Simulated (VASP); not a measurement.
# Rb3Ba (I4/mmm) in VASP: further runs

Rb3Ba is run at these levels: r2SCAN, LDA; tasks: single point, relaxation of cell and atoms.

Program: VASP 6.6.1. These are calculated values, not measurements. Logs are shortened: lines on timing, memory, paths and dates and some standing lists are left out, and cuts for length are marked.

## 1. The cell of the first run

The structure is tetragonal, space group I4/mmm (No. 139). Conventional cell: a = 6.829 Å, b = 6.829 Å, c = 14.919 Å, α = 90.00°, β = 90.00°, γ = 90.00°.

## 2. Single point, r2SCAN

POSCAR reads:

```
Rb3Ba
1.0
   -3.4143250436      3.4143250436      7.4593163445
    3.4143250436     -3.4143250436      7.4593163445
    3.4143250436      3.4143250436     -7.4593163445
Ba Rb
1 3
Direct
    0.0000000000      0.0000000000      0.0000000000
    0.5000000000      0.5000000000      0.0000000000
    0.2500000000      0.7500000000      0.5000000000
    0.7500000000      0.2500000000      0.5000000000
```

INCAR.step1 reads:

```
SYSTEM = Rb3Ba
PREC = Accurate
ENCUT = 520
ISMEAR = -1
SIGMA = 0.05
LREAL = .False.
LASPH = .True.
NELM = 100
NBANDS = 26
GGA = PE
ALGO = Normal
EDIFF = 1E-4
LWAVE = .True.
LCHARG = .False.
```

INCAR.step2 reads:

```
SYSTEM = Rb3Ba
PREC = Accurate
ENCUT = 520
EDIFF = 1E-7
ISMEAR = -1
SIGMA = 0.05
LREAL = .False.
LASPH = .True.
NELM = 100
ALGO = Normal
ISIF = 2
LWAVE = .False.
LCHARG = .False.
METAGGA = R2SCAN
LMIXTAU = .True.
NBANDS = 26
ISTART = 1
```

KPOINTS reads:

```
Automatic mesh
0
Gamma
  6 6 6
  0 0 0
```

Potentials or basis: VASP PAW PBE potentials, release 64 (Ba_sv, Rb_sv).

The run is started by

```sh
cat potpaw_PBE.64/Ba_sv/POTCAR potpaw_PBE.64/Rb_sv/POTCAR > POTCAR
cp INCAR.step1 INCAR
mpirun -np 1 vasp_std > vasp.out
cp INCAR.step2 INCAR
mpirun -np 1 vasp_std > vasp.out
```

OUTCAR:

```text
SYSTEM = Rb3Ba
   PREC = Accurate
   ENCUT = 520
   EDIFF = 1E-7
   ISMEAR = -1
   LREAL = .False.
   LASPH = .True.
   NELM = 100
   ISIF = 2
   METAGGA = R2SCAN
   ISTART = 1

 ion  position               nearest neighbor table
   1  0.000  0.000  0.000-   2 4.83   2 4.83   2 4.83   2 4.83   4 5.06   3 5.06   4 5.06   3 5.06
                             4 5.06   4 5.06   3 5.06   3 5.06
   2  0.500  0.500  0.000-   1 4.83   1 4.83   1 4.83   1 4.83   4 5.06   3 5.06   4 5.06   4 5.06
                             3 5.06   3 5.06   4 5.06   3 5.06
   3  0.250  0.750  0.500-   4 4.83   4 4.83   4 4.83   4 4.83   2 5.06   1 5.06   2 5.06   2 5.06
                             1 5.06   1 5.06   2 5.06   1 5.06
   4  0.750  0.250  0.500-   3 4.83   3 4.83   3 4.83   3 4.83   2 5.06   1 5.06   2 5.06   1 5.06
                             2 5.06   2 5.06   1 5.06   1 5.06

  LATTYP: Found a body centered tetragonal cell.
 ALAT       =     6.8286500872
 C/A-ratio  =     2.1847118389

  Lattice vectors:

 A1 = (  -3.4143250436,   3.4143250436,   7.4593163445)
 A2 = (   3.4143250436,  -3.4143250436,   7.4593163445)
 A3 = (   3.4143250436,   3.4143250436,  -7.4593163445)

Analysis of symmetry for initial positions (statically):
=====================================================================
 Subroutine PRICEL returns:
 Original cell was already a primitive cell.

 Routine SETGRP: Setting up the symmetry group for a
 body centered tetragonal supercell.

 Subroutine GETGRP returns: Found 16 space group operations
 (whereof 16 operations were pure point group operations)
 out of a pool of 16 trial point group operations.

The static configuration has the point symmetry D_4h.

Analysis of symmetry for dynamics (positions and initial velocities):
=====================================================================
 Subroutine PRICEL returns:
 Original cell was already a primitive cell.

 Routine SETGRP: Setting up the symmetry group for a
 body centered tetragonal supercell.

 Subroutine GETGRP returns: Found 16 space group operations
 (whereof 16 operations were pure point group operations)
 out of a pool of 16 trial point group operations.

The dynamic configuration has the point symmetry D_4h.

 Subroutine INISYM returns: Found 16 space group operations
 (whereof 16 operations are pure point group operations),
 and found     1 'primitive' translations

----------------------------------------------------------------------------------------

                                     Primitive cell

  volume of cell :     347.8314

  direct lattice vectors                    reciprocal lattice vectors
    -3.414325044  3.414325044  7.459316345     0.000000000  0.146441828  0.067030272
     3.414325044 -3.414325044  7.459316345     0.146441828  0.000000000  0.067030272
     3.414325044  3.414325044 -7.459316345     0.146441828  0.146441828  0.000000000

  length of vectors
     8.885754404  8.885754404  8.885754404     0.161053613  0.161053613  0.207100019

  position of ions in fractional coordinates (direct lattice)
     0.000000000  0.000000000  0.000000000
     0.500000000  0.500000000  0.000000000
     0.250000000  0.750000000  0.500000000
     0.750000000  0.250000000  0.500000000

  ion indices of the primitive-cell ions
   primitive index   ion index
                 1           1
                 2           2
                 3           3
                 4           4

----------------------------------------------------------------------------------------

 KPOINTS: Automatic mesh

Automatic generation of k-mesh.
 Grid dimensions read from file:
 generate k-points for:    6    6    6

 Generating k-lattice:

  Cartesian coordinates                     Fractional coordinates (reciprocal lattice)
     0.000000000  0.024406971  0.011171712     0.166666667 -0.000000000  0.000000000
     0.024406971  0.000000000  0.011171712    -0.000000000  0.166666667  0.000000000
     0.024406971  0.024406971  0.000000000     0.000000000  0.000000000  0.166666667

  Length of vectors
     0.026842269  0.026842269  0.034516670

  Shift w.r.t. Gamma in fractional coordinates (k-lattice)
     0.000000000  0.000000000  0.000000000

 Subroutine IBZKPT returns following result:
 ===========================================

 Found     30 irreducible k-points:

 Following reciprocal coordinates:
            Coordinates               Weight
  0.000000  0.000000  0.000000      1.000000
  0.166667 -0.000000  0.000000      8.000000
  0.333333  0.000000  0.000000      8.000000
  0.500000 -0.000000  0.000000      4.000000
  0.166667  0.166667  0.000000      8.000000
  0.333333  0.166667  0.000000     16.000000
[... 16 lines left out ...]
 -0.333333 -0.333333  0.166667      8.000000
 -0.166667 -0.333333  0.166667      8.000000
 [... further k-points ...]
   k-points           NKPTS =     30   k-points in BZ     NKDIM =     30   number of bands    NBANDS=     26
   number of dos      NEDOS =    301   number of ions     NIONS =      4
   total plane-waves  NPLWV = 343000
   dimension x,y,z NGX =    70 NGY =   70 NGZ =   70
   dimension x,y,z NGXF=   140 NGYF=  140 NGZF=  140
   ions per type =               1   3
   NGX,Y,Z   is equivalent  to a cutoff of  13.10, 13.10, 13.10 a.u.
   NGXF,Y,Z  is equivalent  to a cutoff of  26.19, 26.19, 26.19 a.u.
 SYSTEM =  Rb3Ba
   PREC   = accura    normal or accurate (medium, high low for compatibility)
   ISTART =      1    job   : 0-new  1-cont  2-samecut
   ICHARG =      0    charge: 1-file 2-atom 10-const
   ISPIN  =      1    spin polarized calculation?
   LNONCOLLINEAR =      F non collinear calculations
   LSORBIT =      F    spin-orbit coupling
   LASPH  =      T    aspherical Exc in radial PAW
   ENCUT  =  520.0 eV  38.22 Ry    6.18 a.u.  16.52 16.52 16.52*2*pi/ulx,y,z
   NELM   =    100;   NELMIN=  2; NELMDL=  0     # of ELM steps
   EDIFF  = 0.1E-06   stopping-criterion for ELM
   LREAL  =      F    real-space projection
   EDIFFG = 0.1E-05   stopping-criterion for IOM
   NSW    =      0    number of steps for IOM
   IBRION =     -1    ionic relax: 0-MD 1-quasi-New 2-CG
   NFREE  =      0    steps in history (QN), initial steepest desc. (CG)
   ISIF   =      2    stress and relaxation
   ISYM   =      2    0-nonsym 1-usesym 2-fastsym
   POTIM  = 0.5000    time-step for ionic-motion
   TEBEG  =    0.0;   TEEND  =   0.0 temperature during run
   PSTRESS=    0.0 pullay stress
   NELECT =      37.0000    total number of electrons
   NUPDOWN=      -1.0000    fix difference up-down
   EMIN   =  10.00;   EMAX   =-10.00  energy-range for DOS
   EFERMI =   0.00;   METHOD = LEGACY
   ISMEAR =    -1;   SIGMA  =   0.05  broadening in eV -4-tet -1-fermi 0-gaus
   EFERMI_NEDOS =   21; number of points for ismear=-14 and -15
   IALGO  =     38    algorithm
   IMIX   =      4    mixing-type and parameters
     AMIX     =   0.40;   BMIX     =  1.00
     AMIX_MAG =   1.60;   BMIX_MAG =  1.00
  volume/ion in A,a.u.               =      86.96       586.82
  Fermi-wavevector in a.u.,A,eV,Ry     =   0.775686  1.465834  8.186468  0.601688
  Thomas-Fermi vector in A             =   1.878005
   LORBIT       =      0    0 simple, 1 ext, 2 COOP (PROOUT), +10 PAW based schemes
   METAGGA = R2SCAN    functional components
   LHFCALC =     F    Hartree Fock is set to
   AEXX    =    0.0000 exact exchange contribution
   IVDW    =     0    specifies the selected vdW correction
   LEPSILON=     F    determine dielectric tensor
   LRPA    =     F    only Hartree local field effects (RPA)
 non-spin polarized calculation
  energy-cutoff  :      520.00
  volume of cell :      347.83
 maximum number of plane-waves:      9419
 NGX is ok and might be reduce to    70
   NGX = 33   NGY = 33   NGZ = 33

 number of electron      37.0000000 magnetization

 Free energy of the ion-electron system (eV)
  ---------------------------------------------------
  ext. energy  EPLUGINS =         0.00000000
  ---------------------------------------------------
  free energy    TOTEN  =       -67.62567241 eV

  energy without entropy =      -67.57861748  energy(sigma->0) =      -67.60214495

 E-fermi :   0.2827     XC(G=0):  -6.1119

 val. band max:        0.2796951606   @ k =   0.1667   0.1667   0.1667
 cond. band min:       0.2927434406   @ k =   0.5000   0.1667   0.0000
 fundamental gap:      0.0130482800
 Fermi energy:         0.2826580559

 k-point     1 :       0.0000    0.0000    0.0000
  band No.  band energies     occupation
      1     -30.9530      2.00000
      2     -29.5018      2.00000
      3     -29.4967      2.00000
      4     -29.4253      2.00000
      5     -15.6452      2.00000
      6     -15.6357      2.00000
[... 18 lines left out ...]
     25       1.9500      0.00000
     26       1.9500      0.00000

 k-point     2 :       0.1667   -0.0000    0.0000
  band No.  band energies     occupation
      1     -30.9530      2.00000
      2     -29.5014      2.00000
      3     -29.4970      2.00000
      4     -29.4253      2.00000
      5     -15.6451      2.00000
      6     -15.6361      2.00000
[... 18 lines left out ...]
     25       1.8513      0.00000
     26       2.0038      0.00000

 k-point     3 :       0.3333    0.0000    0.0000
  band No.  band energies     occupation
      1     -30.9529      2.00000
      2     -29.5005      2.00000
      3     -29.4979      2.00000
      4     -29.4253      2.00000
      5     -15.6449      2.00000
      6     -15.6370      2.00000
[... 18 lines left out ...]
     25       2.0930      0.00000
     26       2.1641      0.00000

 k-point     4 :       0.5000   -0.0000    0.0000
  band No.  band energies     occupation
      1     -30.9529      2.00000
      2     -29.4992      2.00000
      3     -29.4992      2.00000
      4     -29.4254      2.00000
      5     -15.6448      2.00000
      6     -15.6374      2.00000
[... 18 lines left out ...]
     25       2.1223      0.00000
     26       2.1682      0.00000
[... 496 lines left out ...]
      1     -30.9529      2.00000
      2     -29.5005      2.00000
      3     -29.4979      2.00000
      4     -29.4254      2.00000
      5     -15.6448      2.00000
      6     -15.6370      2.00000
[... 18 lines left out ...]
     25       2.0810      0.00000
     26       2.3431      0.00000

 k-point    23 :      -0.3333   -0.3333    0.1667
  band No.  band energies     occupation
      1     -30.9530      2.00000
      2     -29.5011      2.00000
      3     -29.4973      2.00000
      4     -29.4254      2.00000
      5     -15.6448      2.00000
      6     -15.6363      2.00000
[... 18 lines left out ...]
     25       1.9078      0.00000
     26       2.3789      0.00000

 k-point    24 :      -0.1667   -0.3333    0.1667
  band No.  band energies     occupation
      1     -30.9530      2.00000
      2     -29.5014      2.00000
      3     -29.4970      2.00000
      4     -29.4253      2.00000
      5     -15.6449      2.00000
      6     -15.6362      2.00000
[... 18 lines left out ...]
     25       1.9904      0.00000
     26       2.1115      0.00000

 [... further k-points ...]
[... 5 lines left out ...]
  --------------------------------------------------------------------------------------
  -------------------------------------------------------------------------------------
  Total        0.0233259      0.0233259      0.0214422      0.0000000     -0.0000000     -0.0000000
  in kB        0.1074437      0.1074437      0.0987670      0.0000000     -0.0000000     -0.0000000
  external PRESSURE =       0.1045515 kB  Pullay stress =       0.0000000 kB

 VOLUME and BASIS-vectors are now :
 -----------------------------------------------------------------------------
  energy-cutoff  :      520.00
  volume of cell :      347.83
      direct lattice vectors                 reciprocal lattice vectors
    -3.414325044  3.414325044  7.459316345     0.000000000  0.146441828  0.067030272
     3.414325044 -3.414325044  7.459316345     0.146441828  0.000000000  0.067030272
     3.414325044  3.414325044 -7.459316345     0.146441828  0.146441828  0.000000000

 POSITION                                       TOTAL-FORCE (eV/Angst)
 -----------------------------------------------------------------------------------
      0.00000      0.00000      0.00000         0.000000      0.000000      0.000000
      0.00000      0.00000      7.45932         0.000000      0.000000      0.000000
      3.41433      0.00000      3.72966        -0.000000      0.000000     -0.000000
      0.00000      3.41433      3.72966         0.000000     -0.000000      0.000000
 -----------------------------------------------------------------------------------
    total drift:                               -0.000000     -0.000000      0.000000

  FREE ENERGIE OF THE ION-ELECTRON SYSTEM (eV)
  ---------------------------------------------------
  free  energy   TOTEN  =       -67.6256724135 eV

  energy  without entropy=      -67.5786174790  energy(sigma->0) =      -67.60214495
```

It took 28 min on 1 thread of Intel Xeon 6975P-C (Granite Rapids), shared host; peak memory 0.9 GiB.

What came out:

```
Free energy            : -67.6257 eV
Pressure               : 0.0 GPa
Band gap on the k mesh : zero (an odd number of electrons rules out a gap without spin polarisation)
```

Caveat: the PAW data sets were made with another functional, which shifts forces and pressure a little; spin-orbit coupling is left out, which moves the levels of the heavy elements.

(Continued in part 2 of 2.)
